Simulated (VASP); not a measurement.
Crystal: Al.

```
Al
1.0
     2.75607    0.00000    0.00000
    -0.91869    2.59845    0.00000
    -0.91869   -1.29922    2.25032
Al
1
Direct
  0.00000 0.00000 0.00000
```

Base run:

| Item | Value |
| --- | --- |
| Program | VASP 6.6.1 |
| Functional | PBEsol |
| Potentials or basis | VASP PAW PBE potentials, release 64 (Al) |
| Cutoff | 520 eV |
| k mesh | 12 × 12 × 12 |
| Occupations | methfessel-paxton, width 0.1 eV |
| Spin | no spin polarisation |

Its results: pressure 2.3 GPa.

The run is repeated on the same cell with these changes: k mesh from 12 × 12 × 12 to 4 × 4 × 4. What comes out?

Pressure 3.0 GPa.

Caveats: some runs use coarse meshes; the PAW data sets were made with another functional, which shifts forces and pressure a little.
